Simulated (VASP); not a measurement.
# Al4N5 in VASP: relaxation of the atoms with LDA

Aim: the relaxation of the atoms of Al4N5 with LDA.

All numbers are computed with VASP 6.6.1; they aren't measurements. Logs are shortened: lines on timing, memory, paths and dates and some standing lists are left out, and cuts for length are marked.

### 1 The cell of the first run

The cell holds a slab with vacuum, 9 atoms: a = 3.089 Å, b = 3.089 Å, c = 23.429 Å, α = 90.00°, β = 90.00°, γ = 120.00°.

### 2 Relaxation of the atoms, LDA, collinear spin

INCAR reads:

```
SYSTEM = Al4N5
  PREC = Accurate
  ENCUT = 520
  EDIFF = 1E-7
  ISMEAR = 0
  SIGMA = 0.05
  LREAL = .False.
  LASPH = .True.
  NELM = 200
  ALGO = Normal
  ISIF = 2
  LWAVE = .False.
  LCHARG = .False.
  ISPIN = 2
  MAGMOM = 0 0 0 0 3 0 0 0 0
  LORBIT = 11
  LDIPOL = .True.
  IDIPOL = 3
  DIPOL = 0.5 0.5 0.365
  IBRION = 2
  NSW = 36
  EDIFFG = -0.025
  GGA_COMPAT = .False.
  NELMIN = 4
  NELMDL = -8
  KPAR = 4
```

KPOINTS reads:

```
Automatic mesh
0
Gamma
  9 9 1
  0 0 0
```

POSCAR reads:

```
Al4N5
1.0
    3.0886572988      0.0000000000      0.0000000000
   -1.5443286494      2.6748556844      0.0000000000
    0.0000000000      0.0000000000     23.4285599647
N Al
5 4
Selective dynamics
Direct
    0.3333333333      0.6666666667      0.1707317909  F F F
    0.6666666667      0.3333333333      0.2762232416  F F F
    0.3333333333      0.6666666667      0.3839172223  F F F
    0.6666666667      0.3333333333      0.4877345309  F F F
    0.3333333333      1.1666666667      0.5597062660  F F T
    0.6666666667      0.3333333333      0.1956303232  F F F
    0.3333333333      0.6666666667      0.3011217740  F F F
    0.6666666667      0.3333333333      0.4041064593  F F F
    0.3333333333      0.6666666667      0.5091461013  F F F
```

Potentials or basis: VASP PAW LDA potentials, release 64 (N, Al).

Run with:

```console
> cat potpaw_LDA.64/N/POTCAR potpaw_LDA.64/Al/POTCAR > POTCAR
> mpirun -np 4 vasp_std > vasp.out
```

OUTCAR:

```text
SYSTEM = Al4N5
   PREC = Accurate
   ENCUT = 520
   EDIFF = 1E-7
   ISMEAR = 0
   LREAL = .False.
   LASPH = .True.
   NELM = 200
   ISIF = 2
   ISPIN = 2
   LORBIT = 11
   IBRION = 2
   NSW = 36
   EDIFFG = -0.025
   NELMIN = 4
   NELMDL = -8

 ion  position               nearest neighbor table
   1  0.333  0.667  0.171-   6 1.88   6 1.88   6 1.88
   2  0.667  0.333  0.276-   7 1.88   7 1.88   7 1.88   6 1.89
   3  0.333  0.667  0.384-   8 1.84   8 1.84   8 1.84   7 1.94
   4  0.667  0.333  0.488-   9 1.85   9 1.85   9 1.85   8 1.96
   5  0.333  0.167  0.560-   9 1.95   9 1.95
   6  0.667  0.333  0.196-   1 1.88   1 1.88   1 1.88   2 1.89   7 3.05   7 3.05   7 3.05
   7  0.333  0.667  0.301-   2 1.88   2 1.88   2 1.88   3 1.94   8 3.00   8 3.00   8 3.00   6 3.05
                             6 3.05   6 3.05
   8  0.667  0.333  0.404-   3 1.84   3 1.84   3 1.84   4 1.96   7 3.00   7 3.00   7 3.00   9 3.04
                             9 3.04   9 3.04
   9  0.333  0.667  0.509-   4 1.85   4 1.85   4 1.85   5 1.95   5 1.95   8 3.04   8 3.04   8 3.04

  LATTYP: Found a hexagonal cell.
 ALAT       =     3.0886572988
 C/A-ratio  =     7.5853543136

  Lattice vectors:

 A1 = (   3.0886572988,   0.0000000000,   0.0000000000)
 A2 = (  -1.5443286494,   2.6748556844,   0.0000000000)
 A3 = (   0.0000000000,   0.0000000000,  23.4285599647)

Analysis of symmetry for initial positions (statically):
=====================================================================
 Subroutine PRICEL returns:
 Original cell was already a primitive cell.

 Routine SETGRP: Setting up the symmetry group for a
 hexagonal supercell.

 Subroutine GETGRP returns: Found  2 space group operations
 (whereof  2 operations were pure point group operations)
 out of a pool of 24 trial point group operations.

The static configuration has the point symmetry C_1h.

Analysis of symmetry for dynamics (positions and initial velocities):
=====================================================================
 Subroutine PRICEL returns:
 Original cell was already a primitive cell.

 Routine SETGRP: Setting up the symmetry group for a
 hexagonal supercell.

 Subroutine GETGRP returns: Found  2 space group operations
 (whereof  2 operations were pure point group operations)
 out of a pool of 24 trial point group operations.

The dynamic configuration has the point symmetry C_1h.

Analysis of constrained symmetry for selective dynamics:
=====================================================================
 Subroutine PRICEL returns:
 Original cell was already a primitive cell.

 Routine SETGRP: Setting up the symmetry group for a
 hexagonal supercell.

 Subroutine GETGRP returns: Found  2 space group operations
 (whereof  2 operations were pure point group operations)
 out of a pool of 24 trial point group operations.

The constrained configuration has the point symmetry C_1h.

Analysis of structural, dynamic, and magnetic symmetry:
=====================================================================
 Subroutine PRICEL returns:
 Original cell was already a primitive cell.

 Routine SETGRP: Setting up the symmetry group for a
 hexagonal supercell.

 Subroutine GETGRP returns: Found  2 space group operations
 (whereof  2 operations were pure point group operations)
 out of a pool of 24 trial point group operations.

The overall configuration has the point symmetry C_1h.

 Subroutine INISYM returns: Found  2 space group operations
 (whereof  2 operations are pure point group operations),
 and found     1 'primitive' translations

----------------------------------------------------------------------------------------

                                     Primitive cell

  volume of cell :     193.5600

  direct lattice vectors                    reciprocal lattice vectors
     3.088657299  0.000000000  0.000000000     0.323765282  0.186925972  0.000000000
    -1.544328649  2.674855684  0.000000000     0.000000000  0.373851945  0.000000000
     0.000000000  0.000000000 23.428559965     0.000000000  0.000000000  0.042682948

[... 100 lines left out ...]
   IBRION =      2    ionic relax: 0-MD 1-quasi-New 2-CG
   NFREE  =      1    steps in history (QN), initial steepest desc. (CG)
   ISIF   =      2    stress and relaxation
   ISYM   =      2    0-nonsym 1-usesym 2-fastsym
   POTIM  = 0.5000    time-step for ionic-motion
   TEBEG  =    0.0;   TEEND  =   0.0 temperature during run
   PSTRESS=    0.0 pullay stress
   NELECT =      37.0000    total number of electrons
   NUPDOWN=      -1.0000    fix difference up-down
   EMIN   =  10.00;   EMAX   =-10.00  energy-range for DOS
   EFERMI =   0.00;   METHOD = LEGACY
   ISMEAR =     0;   SIGMA  =   0.05  broadening in eV -4-tet -1-fermi 0-gaus
   EFERMI_NEDOS =   21; number of points for ismear=-14 and -15
   IALGO  =     38    algorithm
   IMIX   =      4    mixing-type and parameters
     AMIX     =   0.40;   BMIX     =  1.00
     AMIX_MAG =   1.60;   BMIX_MAG =  1.00
  volume/ion in A,a.u.               =      21.51       145.13
  Fermi-wavevector in a.u.,A,eV,Ry     =   0.943055  1.782115 12.100369  0.889352
  Thomas-Fermi vector in A             =   2.070724
   LORBIT       =     11    0 simple, 1 ext, 2 COOP (PROOUT), +10 PAW based schemes
   GGA     = CA    functional components
   LHFCALC =     F    Hartree Fock is set to
   AEXX    =    0.0000 exact exchange contribution
   IVDW    =     0    specifies the selected vdW correction
   LEPSILON=     F    determine dielectric tensor
   LRPA    =     F    only Hartree local field effects (RPA)
 conjugate gradient relaxation of ions
 spin polarized calculation
 Gauss-broadening in eV      SIGMA  =   0.05
  energy-cutoff  :      520.00
  volume of cell :      193.56
 maximum number of plane-waves:      5230
   NGX = 11   NGY = 11   NGZ = 87

--------------------------------------- Ionic step        1  -------------------------------------------

 number of electron      37.0000001 magnetization       0.4308392

 Free energy of the ion-electron system (eV)
  ---------------------------------------------------
  ext. energy  EPLUGINS =         0.00000000
  ---------------------------------------------------
  free energy    TOTEN  =       -67.77658564 eV

  energy without entropy =      -67.76897226  energy(sigma->0) =      -67.77277895

------------------------ aborting loop because EDIFF is reached ----------------------------------------

  FORCE on cell =-STRESS in cart. coord.  units (eV):
  Direction    XX          YY          ZZ          XY          YZ          ZX
  --------------------------------------------------------------------------------------
  -------------------------------------------------------------------------------------
  Total        1.7896982      2.8637259     -3.7147175     -0.9301353      1.1153474      1.9318386
  in kB       14.8140810     23.7042575    -30.7482708     -7.6991187      9.2321972     15.9906363
  external PRESSURE =       2.5900226 kB  Pullay stress =       0.0000000 kB
[... 67 lines left out ...]
  FREE ENERGIE OF THE ION-ELECTRON SYSTEM (eV)
  ---------------------------------------------------
  free  energy   TOTEN  =       -68.0067173432 eV

  energy  without entropy=      -67.9962424370  energy(sigma->0) =      -68.00147989

 dipolmoment           0.000000      0.000000      0.002689 electrons x Angstroem

--------------------------------------- Ionic step        3  -------------------------------------------

 number of electron      37.0000001 magnetization      -0.0001340

 number of electron      37.0000001 magnetization       0.0000000
[... 42 lines left out ...]
 number of electron      37.0000001 magnetization       0.0000546

 number of electron      37.0000001 magnetization      -0.0000014

 dipolmoment           0.000000      0.000000     -0.023858 electrons x Angstroem

 Free energy of the ion-electron system (eV)
  ---------------------------------------------------
  ext. energy  EPLUGINS =         0.00000000
  ---------------------------------------------------
  free energy    TOTEN  =       -68.13105386 eV

  energy without entropy =      -68.11614044  energy(sigma->0) =      -68.12359715

 E-fermi :  -1.0650     XC(G=0):  -5.7895

 val. band max:       -1.0655948703   @ k =   0.2222   0.2222   0.0000
 cond. band min:      -1.0552062163   @ k =   0.0000   0.1111   0.0000
 fundamental gap:      0.0103886540
 Fermi energy:        -1.0649762256

 spin component 1

 k-point     1 :       0.0000    0.0000    0.0000
  band No.  band energies     occupation
      1     -19.5339      1.00000
      2     -17.5473      1.00000
      3     -16.2714      1.00000
      4     -14.1169      1.00000
      5     -12.9426      1.00000
      6      -7.8239      1.00000
[... 661 lines left out ...]
     24       6.1271      0.00000
     25       6.2328      0.00000

 [... further k-points ...]

 spin component 2

 k-point     1 :       0.0000    0.0000    0.0000
  band No.  band energies     occupation
      1     -19.5339      1.00000
      2     -17.5473      1.00000
      3     -16.2714      1.00000
      4     -14.1169      1.00000
      5     -12.9426      1.00000
      6      -7.8239      1.00000
[... 661 lines left out ...]
     24       6.1271      0.00000
     25       6.2328      0.00000

 [... further k-points ...]

------------------------ aborting loop because EDIFF is reached ----------------------------------------

 vacuum level on the upper side and lower side of the slab       (xc-potential included)        -0.268         0.239

  FORCE on cell =-STRESS in cart. coord.  units (eV):
  Direction    XX          YY          ZZ          XY          YZ          ZX
  --------------------------------------------------------------------------------------
  -------------------------------------------------------------------------------------
  Total        3.8419276      6.9873444     -0.2391414     -2.7240109      1.0881537      1.8847374
  in kB       31.8012423     57.8371734     -1.9794734    -22.5477777      9.0071038     15.6007601
  external PRESSURE =      29.2196474 kB  Pullay stress =       0.0000000 kB
[... 24 lines left out ...]
  FREE ENERGIE OF THE ION-ELECTRON SYSTEM (eV)
  ---------------------------------------------------
  free  energy   TOTEN  =       -68.1310538601 eV

  energy  without entropy=      -68.1161404422  energy(sigma->0) =      -68.12359715

 reached required accuracy - stopping structural energy minimisation

 vacuum level on the upper side and lower side of the slab         6.381         6.900

 total charge

# of ion       s       p       d       tot
------------------------------------------
    1        1.244   2.436   0.000   3.680
    2        1.219   2.613   0.000   3.833
    3        1.216   2.637   0.000   3.853
    4        1.225   2.600   0.000   3.825
    5        1.308   2.329   0.000   3.637
    6        0.382   0.458   0.000   0.840
    7        0.375   0.457   0.000   0.832
    8        0.378   0.460   0.000   0.838
    9        0.372   0.525   0.000   0.898
--------------------------------------------------
tot          7.719  14.516   0.000  22.235

 magnetization (x)

# of ion       s       p       d       tot
------------------------------------------
    1       -0.000  -0.000   0.000  -0.000
    2        0.000  -0.000   0.000  -0.000
    3       -0.000   0.000   0.000   0.000
    4       -0.000  -0.000   0.000  -0.000
    5       -0.000  -0.000   0.000  -0.000
    6       -0.000  -0.000   0.000  -0.000
    7       -0.000  -0.000   0.000  -0.000
    8       -0.000  -0.000   0.000  -0.000
    9       -0.000  -0.000   0.000  -0.000
--------------------------------------------------
tot         -0.000  -0.000   0.000  -0.000
```

Run time: 8.8 min. Hardware: 4 MPI ranks of AMD EPYC 9R45 (Zen 5), shared host; peak memory 0.38 GiB.

What came out:

- Free energy: -68.1311 eV
- Energy gained by relaxing: 39.4 meV/atom
- Ionic steps: 4
- Net moment: 0.00 μB per cell
- Valence electrons inside the program's atomic spheres: N 3.68, 3.83, 3.85, 3.64 (each value once); Al 0.84, 0.83, 0.90 (each value once)

Step by step:
| step | energy change (eV) | largest force on free atoms (eV/Å) | pressure (GPa) |
| --- | --- | --- | --- |
| 1 | 0.0000 | 2.6252 | 0.26 |
| 2 | -0.2301 | 1.5340 | 1.21 |
| 3 | -0.3531 | 0.1678 | 3.14 |
| 4 | -0.3545 | 0.0093 | 2.92 |

Final structure:
```
CELL_PARAMETERS angstrom
3.08866 0.00000 0.00000
-1.54433 2.67486 0.00000
0.00000 0.00000 23.42856
ATOMIC_POSITIONS crystal
N 0.33333 0.66667 0.17073
N 0.66667 0.33333 0.27622
N 0.33333 0.66667 0.38392
N 0.66667 0.33333 0.48773
N 0.33333 0.16667 0.54745
Al 0.66667 0.33333 0.19563
Al 0.33333 0.66667 0.30112
Al 0.66667 0.33333 0.40411
Al 0.33333 0.66667 0.50915
```

Levels at points of the mesh, in eV from the Fermi level:
Spin up:
```tsv
k point	band 17	band 18	band 19	band 20	band 21	band 22
(0.00, 0.00, 0.00)	-0.35	0.11	0.11	3.04	4.24	5.24
```
Spin down:
| k point | band 17 | band 18 | band 19 | band 20 | band 21 | band 22 |
| --- | --- | --- | --- | --- | --- | --- |
| (0.00, 0.00, 0.00) | -0.35 | 0.11 | 0.11 | 3.04 | 4.24 | 5.24 |
